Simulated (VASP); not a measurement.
Wanted: the native input for a VASP 6.6.1 run.

```yaml
Task: single point
Functional: PBE
Potentials_or_basis: VASP PAW PBE potentials, release 64 (Nb_sv, In_d, S)
Cutoff: 520 eV
k_mesh: 10 × 10 × 4
Occupations: gaussian, width 0.1 eV
Spin: no spin polarisation
Dipole_correction: no
Further_INCAR_settings: ALGO = Normal; EDIFF = 1e-06; NBANDS = 38
```

The structure of NbIn2S3 lies in POSCAR:

```
NbIn2S3
1.0
    3.5310016061      0.0000000000      0.0000000000
    0.0000000000      3.5310016061      0.0000000000
    0.0000000000      0.0000000000     10.2849224857
Nb In S
1 2 3
Direct
    0.5000000000      0.5000000000      0.0000000000
    0.5000000000      0.0000000000      0.7300603322
    0.0000000000      0.5000000000      0.2699396678
    0.5000000000      0.0000000000      0.3599077823
    0.0000000000      0.5000000000      0.6400922177
    0.0000000000      0.0000000000      0.0000000000
```

The input as run:

INCAR

```
PREC = Accurate
ENCUT = 520
EDIFF = 1E-6
ISMEAR = 0
SIGMA = 0.1
LREAL = False
LASPH = True
NELM = 60
ALGO = Normal
ISIF = 2
LWAVE = False
LCHARG = True
GGA = PE
LELF = True
LVHAR = True
NBANDS = 38
```

KPOINTS

```
regular mesh
0
Gamma
  10 10 4
```

Potentials or basis: VASP PAW PBE potentials, release 64 (Nb_sv, In_d, S).

Command:

```console
$ cat potpaw_PBE.64/Nb_sv/POTCAR potpaw_PBE.64/In_d/POTCAR potpaw_PBE.64/S/POTCAR > POTCAR
$ mpirun -np 1 vasp_std > vasp.out
```

Results of the run:

The pressure is -0.1 GPa. The largest force is 0.004 eV/Å.

Run time: 3 min on 1 thread of Intel(R) Xeon(R) 6975P-C (Granite Rapids), on a shared host, peak memory 0.42 GiB.
